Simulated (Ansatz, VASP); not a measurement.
# One calculation of O, two programs

Contents of INCAR:

```
SYSTEM = O
PREC = Accurate
ENCUT = 520
EDIFF = 1E-6
ISMEAR = 0
SIGMA = 0.1
LREAL = .False.
LASPH = .True.
NELM = 150
ALGO = Normal
ISIF = 2
LWAVE = .False.
LCHARG = .True.
ISPIN = 2
MAGMOM = 1 1 1
LORBIT = 11
GGA = PE
LELF = .True.
LVHAR = .True.
NBANDS = 20
```

KPOINTS

```
Automatic mesh
0
Gamma
  9 9 4
  0 0 0
```

POSCAR

```
O
1.0
    3.9307778780      0.0000000000      0.0000000000
   -1.9653889390      3.4041534990      0.0000000000
    0.0000000000      0.0000000000      6.1119535200
O
3
Direct
    0.6666666700      0.3333333300      0.3541093500
    0.3333333300      0.6666666700      0.6458906500
    0.0000000000      0.0000000000      0.0000000000
```

Input for Ansatz:

```yaml
crystal:
  lattice:
    - [3.930777878, 0.0, 0.0]
    - [-1.965388939, 3.404153499, 0.0]
    - [0.0, 0.0, 6.11195352]
  atoms:
    - { symbol: O, position: [0.66666667, 0.33333333, 0.35410935], spin: 1.0 }
    - { symbol: O, position: [0.33333333, 0.66666667, 0.64589065], spin: 1.0 }
    - { symbol: O, position: [0.0, 0.0, 0.0], spin: 1.0 }
magnetization:
  spin_polarized: true
basis:
  ecutwfc: 420
  fft_grid_basis: typed
kpoints:
  mp_grid: { grid: [9, 9, 4] }
hamiltonian:
  xc: pbe
scf:
  occupations: { method: gaussian, width: 0.1 }
output:
  forces: true
  stress: true
  eigenvalues: true
  bader: true
  write_density: true
  volumetric_format: npy
  populations: true
```

Alike in both runs: task single point; functional PBE; k mesh 9 × 9 × 4; occupations gaussian, width 0.1 eV; collinear spin.

|  | VASP | Ansatz |
| --- | --- | --- |
| version | VASP 6.6.1 | Ansatz 0.2.0 |
| potentials or method | VASP PAW PBE potentials, release 64 (O), cutoff 520 eV | scalar-relativistic, plane waves, PAW |
| valence electrons in the cell | 18 | 18 |

|  | VASP | Ansatz | Ansatz less VASP |
| --- | --- | --- | --- |
| gap on the k mesh at the Fermi level (eV) | none | none | - |
| rms of the force components (eV/Å) | 0.072 | 0.072 | -0.0005 |
| net moment per atom (μB) | 2.00 | 2.00 | 0.000 |
| size of the moment on the site where the two differ most (μB) | 1.61 | 1.99 | +0.378 |

Site moments also hang on the region over which each program counts them. Atom by atom the forces differ by 0.001 eV/Å (rms over components). A gap of «none» marks a metal or a gap that the smearing closes.
